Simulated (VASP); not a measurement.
# TiAl (Pm-3m) in VASP: further runs

TiAl is run at these levels: PBEsol; tasks: single point.

Everything below comes from runs of VASP 6.6.1. Logs are shortened: lines on timing, memory, paths and dates and some standing lists are left out, and cuts for length are marked.

## Step 1: The cell of the first run

The structure is cubic, space group Pm-3m (No. 221). Conventional cell: a = 3.156 Å, b = 3.156 Å, c = 3.156 Å, α = 90.00°, β = 90.00°, γ = 90.00°. Within 3.6 Å of Ti (site symmetry m-3m) lie 8 Al at 2.73 Å and 6 Ti at 3.16 Å. Al (site symmetry m-3m) has 8 Ti at 2.73 Å and 6 Al at 3.16 Å within 3.6 Å.

## Step 2: Single point, PBEsol

File INCAR:

```
SYSTEM = TiAl
PREC = Accurate ; ENCUT = 520
EDIFF = 1E-7 ; ISMEAR = 0
SIGMA = 0.1 ; LREAL = .False.
LASPH = .True. ; NELM = 60
ALGO = Normal ; ISIF = 2
LWAVE = .False. ; LCHARG = .False.
GGA = PS ; NBANDS = 14
```

File KPOINTS:

```
regular mesh
0
Gamma
  14 14 14
  0 0 0
```

File POSCAR:

```
TiAl
1.0
    3.1560751060      0.0000000000      0.0000000000
    0.0000000000      3.1560751060      0.0000000000
    0.0000000000      0.0000000000      3.1560751060
Ti Al
1 1
Direct
    0.0000000000      0.0000000000      0.0000000000
    0.5000000000      0.5000000000      0.5000000000
```

Potentials or basis: VASP PAW PBE potentials, release 64 (Ti_sv, Al).

Started as:

```bash
$ cat potpaw_PBE.64/Ti_sv/POTCAR potpaw_PBE.64/Al/POTCAR > POTCAR
$ mpirun -np 1 vasp_std > vasp.out
```

OUTCAR:

```text
SYSTEM = TiAl
   PREC = Accurate
   ENCUT = 520
   EDIFF = 1E-7
   ISMEAR = 0
   LREAL = .False.
   LASPH = .True.
   NELM = 60
   ISIF = 2
   GGA = PS

 ion  position               nearest neighbor table
   1  0.000  0.000  0.000-   2 2.73   2 2.73   2 2.73   2 2.73   2 2.73   2 2.73   2 2.73   2 2.73

   2  0.500  0.500  0.500-   1 2.73   1 2.73   1 2.73   1 2.73   1 2.73   1 2.73   1 2.73   1 2.73

  LATTYP: Found a simple cubic cell.
 ALAT       =     3.1560751060

  Lattice vectors:

 A1 = (   3.1560751060,   0.0000000000,   0.0000000000)
 A2 = (   0.0000000000,   3.1560751060,   0.0000000000)
 A3 = (   0.0000000000,   0.0000000000,   3.1560751060)

Analysis of symmetry for initial positions (statically):
=====================================================================
 Subroutine PRICEL returns:
 Original cell was already a primitive cell.

 Routine SETGRP: Setting up the symmetry group for a
 simple cubic supercell.

 Subroutine GETGRP returns: Found 48 space group operations
 (whereof 48 operations were pure point group operations)
 out of a pool of 48 trial point group operations.

The static configuration has the point symmetry O_h .

Analysis of symmetry for dynamics (positions and initial velocities):
=====================================================================
 Subroutine PRICEL returns:
 Original cell was already a primitive cell.

 Routine SETGRP: Setting up the symmetry group for a
 simple cubic supercell.

 Subroutine GETGRP returns: Found 48 space group operations
 (whereof 48 operations were pure point group operations)
 out of a pool of 48 trial point group operations.

The dynamic configuration has the point symmetry O_h .

 Subroutine INISYM returns: Found 48 space group operations
 (whereof 48 operations are pure point group operations),
 and found     1 'primitive' translations

----------------------------------------------------------------------------------------

                                     Primitive cell

  volume of cell :      31.4371

  direct lattice vectors                    reciprocal lattice vectors
     3.156075106  0.000000000  0.000000000     0.316849240  0.000000000  0.000000000
     0.000000000  3.156075106  0.000000000     0.000000000  0.316849240  0.000000000
     0.000000000  0.000000000  3.156075106     0.000000000  0.000000000  0.316849240

  length of vectors
     3.156075106  3.156075106  3.156075106     0.316849240  0.316849240  0.316849240

  position of ions in fractional coordinates (direct lattice)
     0.000000000  0.000000000  0.000000000
     0.500000000  0.500000000  0.500000000

  ion indices of the primitive-cell ions
   primitive index   ion index
                 1           1
                 2           2

----------------------------------------------------------------------------------------

 KPOINTS: regular mesh

Automatic generation of k-mesh.
 Grid dimensions read from file:
 generate k-points for:   14   14   14

 Generating k-lattice:

  Cartesian coordinates                     Fractional coordinates (reciprocal lattice)
     0.022632089  0.000000000  0.000000000     0.071428571  0.000000000  0.000000000
     0.000000000  0.022632089  0.000000000     0.000000000  0.071428571  0.000000000
     0.000000000  0.000000000  0.022632089     0.000000000  0.000000000  0.071428571

  Length of vectors
     0.022632089  0.022632089  0.022632089

  Shift w.r.t. Gamma in fractional coordinates (k-lattice)
     0.000000000  0.000000000  0.000000000

 Subroutine IBZKPT returns following result:
 ===========================================

 Found    120 irreducible k-points:

 Following reciprocal coordinates:
            Coordinates               Weight
  0.000000  0.000000  0.000000      1.000000
  0.071429  0.000000  0.000000      6.000000
  0.142857  0.000000  0.000000      6.000000
  0.214286  0.000000  0.000000      6.000000
  0.285714  0.000000  0.000000      6.000000
  0.357143  0.000000  0.000000      6.000000
[... 16 lines left out ...]
  0.285714  0.214286  0.000000     24.000000
  0.357143  0.214286  0.000000     24.000000
 [... further k-points ...]
   k-points           NKPTS =    120   k-points in BZ     NKDIM =    120   number of bands    NBANDS=     14
   number of dos      NEDOS =    301   number of ions     NIONS =      2
   total plane-waves  NPLWV =  13824
   dimension x,y,z NGX =    24 NGY =   24 NGZ =   24
   dimension x,y,z NGXF=    48 NGYF=   48 NGZF=   48
   ions per type =               1   1
   NGX,Y,Z   is equivalent  to a cutoff of  12.64, 12.64, 12.64 a.u.
   NGXF,Y,Z  is equivalent  to a cutoff of  25.28, 25.28, 25.28 a.u.
 SYSTEM =  TiAl
   PREC   = accura    normal or accurate (medium, high low for compatibility)
   ISTART =      0    job   : 0-new  1-cont  2-samecut
   ICHARG =      2    charge: 1-file 2-atom 10-const
   ISPIN  =      1    spin polarized calculation?
   LNONCOLLINEAR =      F non collinear calculations
   LSORBIT =      F    spin-orbit coupling
   LASPH  =      T    aspherical Exc in radial PAW
   ENCUT  =  520.0 eV  38.22 Ry    6.18 a.u.   5.87  5.87  5.87*2*pi/ulx,y,z
   NELM   =     60;   NELMIN=  2; NELMDL= -5     # of ELM steps
   EDIFF  = 0.1E-06   stopping-criterion for ELM
   LREAL  =      F    real-space projection
   EDIFFG = 0.1E-05   stopping-criterion for IOM
   NSW    =      0    number of steps for IOM
   IBRION =     -1    ionic relax: 0-MD 1-quasi-New 2-CG
   NFREE  =      0    steps in history (QN), initial steepest desc. (CG)
   ISIF   =      2    stress and relaxation
   ISYM   =      2    0-nonsym 1-usesym 2-fastsym
   POTIM  = 0.5000    time-step for ionic-motion
   TEBEG  =    0.0;   TEEND  =   0.0 temperature during run
   PSTRESS=    0.0 pullay stress
   NELECT =      15.0000    total number of electrons
   NUPDOWN=      -1.0000    fix difference up-down
   EMIN   =  10.00;   EMAX   =-10.00  energy-range for DOS
   EFERMI =   0.00;   METHOD = LEGACY
   ISMEAR =     0;   SIGMA  =   0.10  broadening in eV -4-tet -1-fermi 0-gaus
   EFERMI_NEDOS =   21; number of points for ismear=-14 and -15
   IALGO  =     38    algorithm
   IMIX   =      4    mixing-type and parameters
     AMIX     =   0.40;   BMIX     =  1.00
     AMIX_MAG =   1.60;   BMIX_MAG =  1.00
  volume/ion in A,a.u.               =      15.72       106.07
  Fermi-wavevector in a.u.,A,eV,Ry     =   1.279257  2.417446 22.265926  1.636499
  Thomas-Fermi vector in A             =   2.411753
   LORBIT       =      0    0 simple, 1 ext, 2 COOP (PROOUT), +10 PAW based schemes
   GGA     = PS    functional components
   LHFCALC =     F    Hartree Fock is set to
   AEXX    =    0.0000 exact exchange contribution
   IVDW    =     0    specifies the selected vdW correction
   LEPSILON=     F    determine dielectric tensor
   LRPA    =     F    only Hartree local field effects (RPA)
 non-spin polarized calculation
 Gauss-broadening in eV      SIGMA  =   0.10
  energy-cutoff  :      520.00
  volume of cell :       31.44
 maximum number of plane-waves:       876
 NGX is ok and might be reduce to    24
   NGX = 11   NGY = 11   NGZ = 11

 number of electron      14.9999993 magnetization

 Free energy of the ion-electron system (eV)
  ---------------------------------------------------
  ext. energy  EPLUGINS =         0.00000000
  ---------------------------------------------------
  free energy    TOTEN  =       -12.97463176 eV

  energy without entropy =      -12.96257789  energy(sigma->0) =      -12.96860483

 E-fermi :   8.9119     XC(G=0): -11.2844

 val. band max:        8.8910013153   @ k =   0.3571   0.2857   0.1429
 cond. band min:       8.9153287543   @ k =   0.2857   0.2857   0.0000
 fundamental gap:      0.0243274390
 Fermi energy:         8.9119435823

 k-point     1 :       0.0000    0.0000    0.0000
  band No.  band energies     occupation
      1     -47.7114      2.00000
      2     -24.0117      2.00000
      3     -24.0117      2.00000
      4     -24.0117      2.00000
      5      -0.4464      2.00000
      6       7.4205      2.00000
      7       7.4205      2.00000
      8      10.7461      0.00000
      9      10.7461      0.00000
     10      10.7461      0.00000
     11      13.4306      0.00000
     12      13.4306      0.00000
     13      13.4306      0.00000
     14      17.8773      0.00000

 k-point     2 :       0.0714    0.0000    0.0000
  band No.  band energies     occupation
      1     -47.7106      2.00000
      2     -24.0211      2.00000
      3     -24.0108      2.00000
      4     -24.0108      2.00000
      5      -0.3633      2.00000
      6       7.3809      2.00000
      7       7.4582      2.00000
      8      10.5995      0.00000
      9      10.5995      0.00000
     10      10.7563      0.00000
     11      13.0815      0.00000
     12      13.6370      0.00000
     13      13.6370      0.00000
     14      17.7614      0.00000

 k-point     3 :       0.1429    0.0000    0.0000
  band No.  band energies     occupation
      1     -47.7083      2.00000
      2     -24.0476      2.00000
      3     -24.0085      2.00000
      4     -24.0085      2.00000
      5      -0.1164      2.00000
      6       7.2150      2.00000
      7       7.5672      2.00000
      8      10.2620      0.00000
      9      10.2620      0.00000
     10      10.7850      0.00000
     11      12.4057      0.00000
     12      14.1563      0.00000
     13      14.1563      0.00000
     14      17.4348      0.00000
[... 324 lines left out ...]
 k-point    23 :       0.2857    0.2143    0.0000
  band No.  band energies     occupation
      1     -47.6948      2.00000
      2     -24.1186      2.00000
      3     -24.0726      2.00000
      4     -23.9950      2.00000
      5       1.4787      2.00000
      6       6.5274      2.00000
      7       7.4378      2.00000
      8       8.9960      0.23434
      9       9.6657      0.00000
     10      10.2482      0.00000
     11      12.0676      0.00000
     12      13.6143      0.00000
     13      16.6161      0.00000
     14      17.0181      0.00000

 k-point    24 :       0.3571    0.2143    0.0000
  band No.  band energies     occupation
      1     -47.6915      2.00000
      2     -24.1552      2.00000
      3     -24.0685      2.00000
      4     -23.9916      2.00000
      5       2.0922      2.00000
      6       5.7077      2.00000
      7       7.7167      2.00000
      8       8.8515      1.60710
      9       9.4495      0.00000
     10      10.2911      0.00000
     11      11.9263      0.00000
     12      14.0901      0.00000
     13      16.5365      0.00000
     14      17.2829      0.00000

 [... further k-points ...]

------------------------ aborting loop because EDIFF is reached ----------------------------------------

  FORCE on cell =-STRESS in cart. coord.  units (eV):
  Direction    XX          YY          ZZ          XY          YZ          ZX
  --------------------------------------------------------------------------------------
  -------------------------------------------------------------------------------------
  Total        0.0116810      0.0116810      0.0116810      0.0000000      0.0000000      0.0000000
  in kB        0.5953150      0.5953150      0.5953150      0.0000000      0.0000000      0.0000000
  external PRESSURE =       0.5953150 kB  Pullay stress =       0.0000000 kB

 VOLUME and BASIS-vectors are now :
 -----------------------------------------------------------------------------
  energy-cutoff  :      520.00
  volume of cell :       31.44
      direct lattice vectors                 reciprocal lattice vectors
     3.156075106  0.000000000  0.000000000     0.316849240  0.000000000  0.000000000
     0.000000000  3.156075106  0.000000000     0.000000000  0.316849240  0.000000000
     0.000000000  0.000000000  3.156075106     0.000000000  0.000000000  0.316849240

 POSITION                                       TOTAL-FORCE (eV/Angst)
 -----------------------------------------------------------------------------------
      0.00000      0.00000      0.00000         0.000000      0.000000      0.000000
      1.57804      1.57804      1.57804         0.000000      0.000000      0.000000
 -----------------------------------------------------------------------------------
    total drift:                               -0.000000      0.000000      0.000000

  FREE ENERGIE OF THE ION-ELECTRON SYSTEM (eV)
  ---------------------------------------------------
  free  energy   TOTEN  =       -12.9746317600 eV

  energy  without entropy=      -12.9625778941  energy(sigma->0) =      -12.96860483
```

Wall time 41 s (1 thread of Intel Xeon 8259CL, shared host); peak memory 0.18 GiB.

What came out:

```yaml
Free_energy: -12.9746 eV
Pressure: 0.1 GPa
Band_gap_on_the_k_mesh: zero (an odd number of electrons rules out a gap without spin polarisation)
```

Caveat: the PAW data sets were made with another functional, which shifts forces and pressure a little.

## Step 3: Single point, PBEsol

File INCAR:

```
SYSTEM = TiAl
ALGO = Normal
EDIFF = 1E-7
ENCUT = 520
GGA = PS
ISIF = 2
ISMEAR = 0
LASPH = .True.
LCHARG = .True.
LELF = .True.
LREAL = .False.
LVHAR = .True.
LWAVE = .False.
NBANDS = 14
NELM = 80
PREC = Accurate
SIGMA = 0.1
```

File KPOINTS:

```
k-points
0
Gamma
  14 14 14
  0 0 0
```

File POSCAR:

```
TiAl
1.0
    3.1561769094      0.0000000000      0.0000000000
    0.0000000000      3.1561769094      0.0000000000
    0.0000000000      0.0000000000      3.1561769094
Ti Al
1 1
Direct
    0.0000000000      0.0000000000      0.0000000000
    0.5000000000      0.5000000000      0.5000000000
```

Potentials or basis: VASP PAW PBE potentials, release 64 (Ti_sv, Al).

Started as:

```bash
$ cat potpaw_PBE.64/Ti_sv/POTCAR potpaw_PBE.64/Al/POTCAR > POTCAR
$ mpirun -np 1 vasp_std > vasp.out
```

Run time: 45 s. Hardware: 1 thread of Intel Xeon 8259CL, shared host; peak memory 0.18 GiB.

The run converged. Its results:

| Quantity | Value |
| --- | --- |
| Free energy | -12.9746 eV |
| Pressure | 0.0 GPa |
| Band gap on the k mesh | zero (an odd number of electrons rules out a gap without spin polarisation) |

Levels at points of the mesh, in eV from the Fermi level:
```tsv
k point	band 3	band 4	band 5	band 6	band 7	band 8	band 9	band 10	band 11	band 12
(0.00, 0.00, 0.00)	-32.92	-32.92	-9.36	-1.49	-1.49	1.83	1.83	1.83	4.52	4.52
(0.50, 0.00, 0.00)	-32.91	-32.91	-6.04	-5.26	-0.57	0.14	0.14	2.05	3.09	6.55
(0.50, 0.50, 0.00)	-33.08	-32.89	-5.07	-2.10	-2.10	-1.51	0.70	0.70	2.83	4.83
(0.50, 0.50, 0.50)	-33.06	-33.06	-3.17	-3.17	-3.17	0.78	2.90	2.90	2.97	2.97
```

Caveat: the PAW data sets were made with another functional, which shifts forces and pressure a little.

The gap in the log of VASP goes by the Fermi energy; the results here count the filled bands.